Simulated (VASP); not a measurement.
The system is KI.

```
K I
1.0
     0.00000    3.50000    3.50000
     3.50000    0.00000    3.50000
     3.50000    3.50000    0.00000
K I
1 1
Direct
  0.00000 0.00000 0.00000
  0.50000 0.50000 0.50000
```

Base run:

* Program: VASP 6.6.1
* Functional: PBEsol
* Potentials or basis: VASP PAW PBE potentials, release 64 (K_sv, I)
* Cutoff: 520 eV
* k mesh: 6 × 6 × 6
* Occupations: fermi-dirac, width 0.05 eV
* Spin: no spin polarisation

Its results: band gap on the k mesh 3.87 eV, direct; pressure 0.1 GPa.

Task: The run is repeated on the same cell with these changes: functional from PBEsol to r2SCAN; further incar settings from ALGO = Normal; EDIFF = 1e-07; NBANDS = 15 to ALGO = Normal; EDIFF = 1e-06; NBANDS = 15. What comes out?

Result: Band gap on the k mesh 4.68 eV, direct; pressure 0.5 GPa.

Caveats: the PAW data sets were made with another functional, which shifts forces and pressure a little; spin-orbit coupling is left out, which moves the levels of the heavy elements.

